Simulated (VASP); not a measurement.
# SiO2 (I4/mmm) in VASP: notebook, part 2 of 2

VASP 6.6.1. The steps go on from the part before.

## 3. Single point, PBE

The input, INCAR:

```
PREC = Accurate
ENCUT = 520
EDIFF = 1E-7
ISMEAR = -1
SIGMA = 0.03
LREAL = False
LASPH = True
NELM = 80
ALGO = Normal
ISIF = 2
LWAVE = False
LCHARG = False
GGA = PE
NBANDS = 44
```

The input, KPOINTS:

```
Automatic mesh
0
Gamma
  4 4 4
```

The input, POSCAR:

```
SiO2
1.0
   -4.4720405200      4.4720405200      2.6117703500
    4.4720405200     -4.4720405200      2.6117703500
    4.4720405200      4.4720405200     -2.6117703500
Si O
4 8
Direct
    0.8231114200      0.8231114200      0.6462228400
    0.1768885800      0.8231114200      0.0000000000
    0.8231114200      0.1768885800      0.0000000000
    0.1768885800      0.1768885800      0.3537771600
    0.0000000000      0.7914513400      0.7914513400
    0.2085486600      0.0000000000      0.2085486600
    0.7914513400      0.0000000000      0.7914513400
    0.0000000000      0.2085486600      0.2085486600
    0.0000000000      0.0000000000      0.5000000000
    0.5000000000      0.0000000000      0.0000000000
    0.0000000000      0.5000000000      0.0000000000
    0.5000000000      0.5000000000      0.5000000000
```

Potentials or basis: VASP PAW PBE potentials, release 64 (Si, O).

Launch:

```sh
> cat potpaw_PBE.64/Si/POTCAR potpaw_PBE.64/O/POTCAR > POTCAR
> mpirun -np 1 vasp_std > vasp.out
```

OUTCAR:

```text
PREC = Accurate
   ENCUT = 520
   EDIFF = 1E-7
   ISMEAR = -1
   LREAL = False
   LASPH = True
   NELM = 80
   ISIF = 2
   GGA = PE

 ion  position               nearest neighbor table
   1  0.823  0.823  0.646-   9 1.60  12 1.60   5 1.61   7 1.61
   2  0.177  0.823  0.000-  10 1.60  11 1.60   5 1.61   6 1.61
   3  0.823  0.177  0.000-  11 1.60  10 1.60   7 1.61   8 1.61
   4  0.177  0.177  0.354-  12 1.60   9 1.60   6 1.61   8 1.61
   5  0.000  0.791  0.791-   1 1.61   2 1.61
   6  0.209  0.000  0.209-   2 1.61   4 1.61
   7  0.791  0.000  0.791-   1 1.61   3 1.61
   8  0.000  0.209  0.209-   3 1.61   4 1.61
[... 827 lines left out ...]
  energy-cutoff  :      520.00
  volume of cell :      208.93
      direct lattice vectors                 reciprocal lattice vectors
    -4.472040520  4.472040520  2.611770350     0.000000000  0.111805785  0.191441028
     4.472040520 -4.472040520  2.611770350     0.111805785  0.000000000  0.191441028
     4.472040520  4.472040520 -2.611770350     0.111805785  0.111805785  0.000000000

 POSITION                                       TOTAL-FORCE (eV/Angst)
 -----------------------------------------------------------------------------------
      2.88993      2.88993      2.61177         0.011907      0.011907      0.000000
      2.88993     -2.88993      2.61177         0.011907     -0.011907      0.000000
     -2.88993      2.88993      2.61177        -0.011907      0.011907      0.000000
      1.58211      1.58211      0.00000        -0.011907     -0.011907     -0.000000
      7.07880      0.00000      0.00000        -0.204342     -0.000000      0.000000
      0.00000      1.86528      0.00000         0.000000      0.204342      0.000000
      0.00000      7.07880      0.00000        -0.000000     -0.204342      0.000000
      1.86528      0.00000      0.00000         0.204342      0.000000      0.000000
      2.23602      2.23602     -1.30589        -0.000000      0.000000      0.000000
     -2.23602      2.23602      1.30589        -0.000000      0.000000      0.000000
      2.23602     -2.23602      1.30589        -0.000000      0.000000      0.000000
      2.23602      2.23602      1.30589        -0.000000      0.000000      0.000000
 -----------------------------------------------------------------------------------
    total drift:                               -0.000000     -0.000000      0.000000

  FREE ENERGIE OF THE ION-ELECTRON SYSTEM (eV)
  ---------------------------------------------------
  free  energy   TOTEN  =       -94.7954091403 eV

  energy  without entropy=      -94.7954091403  energy(sigma->0) =      -94.79540914
```

OSZICAR:

```text
N       E                     dE             d eps       ncg     rms          rms(c)
DAV:   1     0.452679430661E+03    0.45268E+03   -0.31636E+04  1144   0.129E+03
DAV:   2    -0.674548714302E+02   -0.52013E+03   -0.49868E+03  1484   0.314E+02
DAV:   3    -0.108036940878E+03   -0.40582E+02   -0.40378E+02  1392   0.940E+01
DAV:   4    -0.108636052824E+03   -0.59911E+00   -0.59791E+00  1424   0.126E+01
DAV:   5    -0.108647804684E+03   -0.11752E-01   -0.11743E-01  1408   0.172E+00    0.303E+01
DAV:   6    -0.949113383321E+02    0.13736E+02   -0.52634E+01  1296   0.331E+01    0.141E+01
DAV:   7    -0.948449861078E+02    0.66352E-01   -0.16244E+00  1424   0.504E+00    0.514E+00
DAV:   8    -0.947950116438E+02    0.49974E-01   -0.91789E-02  1388   0.176E+00    0.195E+00
DAV:   9    -0.947912113297E+02    0.38003E-02   -0.53019E-02  1408   0.122E+00    0.416E-01
DAV:  10    -0.947957144741E+02   -0.45031E-02   -0.49378E-03  1240   0.338E-01    0.125E-01
DAV:  11    -0.947954544045E+02    0.26007E-03   -0.19040E-03  1264   0.228E-01    0.483E-02
DAV:  12    -0.947954256687E+02    0.28736E-04   -0.96606E-05  1392   0.545E-02    0.322E-02
DAV:  13    -0.947954125906E+02    0.13078E-04   -0.72194E-06  1252   0.187E-02    0.130E-02
DAV:  14    -0.947954092928E+02    0.32978E-05   -0.56168E-06  1260   0.126E-02    0.302E-03
DAV:  15    -0.947954091921E+02    0.10067E-06   -0.36201E-07  1312   0.390E-03    0.249E-03
DAV:  16    -0.947954091403E+02    0.51788E-07   -0.11949E-07   836   0.181E-03
   1 F= -.94795409E+02 E0= -.94795409E+02  d E =-.652212E-11
```

stdout:

```text
POSCAR found type information on POSCAR SiO
 POSCAR found :  2 types and      12 ions
 scaLAPACK will be used
 LDA part: xc-table for (Slater+PW92), standard interpolation
 POSCAR, INCAR and KPOINTS ok, starting setup
 FFT: planning ... GRIDC
 FFT: planning ... GRID_SOFT
 FFT: planning ... GRID
 WAVECAR not read
 entering main loop
```

It took 4 min on 1 thread of AMD EPYC 7R43 (Zen 3), shared host; peak memory 0.37 GiB.

What came out:

* Free energy: -94.7954 eV
* Pressure: 3.7 GPa
* Largest force: 0.204 eV/Å
* Band gap on the k mesh: 5.45 eV, indirect (least direct gap 5.46 eV)

Forces in eV/Å, atoms in the order of the input:
```
Si   0.012  0.012  0.000
Si   0.012 -0.012  0.000
Si  -0.012  0.012  0.000
Si  -0.012 -0.012  0.000
O   -0.204  0.000  0.000
O    0.000  0.204  0.000
O    0.000 -0.204  0.000
O    0.204  0.000  0.000
O    0.000  0.000  0.000
O    0.000  0.000  0.000
O    0.000  0.000  0.000
O    0.000  0.000  0.000
```

Levels at points of the mesh, in eV from the valence-band top:
| k point | band 30 | band 31 | band 32 | band 33 | band 34 | band 35 |
| --- | --- | --- | --- | --- | --- | --- |
| (0.00, 0.00, 0.00) | -0.67 | -0.01 | -0.01 | 5.45 | 8.36 | 8.61 |
| (0.50, 0.00, 0.00) | -0.77 | -0.59 | -0.24 | 7.68 | 7.75 | 8.65 |
| (0.50, 0.50, 0.00) | -0.38 | -0.37 | -0.24 | 6.60 | 6.96 | 8.69 |
| (0.50, 0.50, 0.50) | -0.17 | 0.00 | 0.00 | 7.63 | 7.67 | 7.67 |

A k mesh can miss the band edges.
